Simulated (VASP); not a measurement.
Here is a VASP 6.6.1 calculation.

File POSCAR:

```
WS2
1.0
    3.3725160502      0.0000000000      0.0000000000
   -1.6862580251      2.9206845741      0.0000000000
    0.0000000000      0.0000000000     12.5969544743
W S
2 4
Direct
    0.3333333333      0.6666666667      0.2500000000
    0.6666666667      0.3333333333      0.7500000000
    0.3333333333      0.6666666667      0.6318318086
    0.6666666667      0.3333333333      0.1318318086
    0.3333333333      0.6666666667      0.8681681914
    0.6666666667      0.3333333333      0.3681681914
```

INCAR.step1

```
  PREC = Accurate
  ENCUT = 520
  ISMEAR = 0
  SIGMA = 0.02
  LREAL = F
  LASPH = T
  NELM = 60
  NBANDS = 35
  GGA = PE
  ALGO = Normal
  EDIFF = 1E-4
  LWAVE = T
  LCHARG = F
```

The input INCAR.step2:

```
  PREC = Accurate
  ENCUT = 520
  EDIFF = 1E-6
  ISMEAR = 0
  SIGMA = 0.02
  LREAL = F
  LASPH = T
  NELM = 60
  ALGO = Normal
  ISIF = 2
  LWAVE = F
  LCHARG = F
  METAGGA = R2SCAN
  LMIXTAU = T
  NBANDS = 35
  ISTART = 1
```

KPOINTS

```
regular mesh
0
Gamma
  12 12 2
```

Potentials or basis: VASP PAW PBE potentials, release 64 (W_sv, S).

Run with:

```console
$ cat potpaw_PBE.64/W_sv/POTCAR potpaw_PBE.64/S/POTCAR > POTCAR
$ cp INCAR.step1 INCAR
$ mpirun -np 1 vasp_std > vasp.out
$ cp INCAR.step2 INCAR
$ mpirun -np 1 vasp_std > vasp.out
```

Problem. What does it give for the largest force?

Solution. 0.254 eV/Å.

Problem. Predict the pressure.

Solution. -8.5 GPa.

Forces in eV/Å, atoms in the order of the input:
```
W    0.000  0.000  0.000
W    0.000  0.000  0.000
S    0.000  0.000 -0.254
S    0.000  0.000 -0.254
S    0.000  0.000  0.254
S    0.000  0.000  0.254
```

Caveat: the cell differs from its parent crystal (biaxial strain in the a-b plane: +6.0 %); the stress differs along the axes, from -14 to 2 GPa; the PAW data sets were made with another functional, which shifts forces and pressure a little.
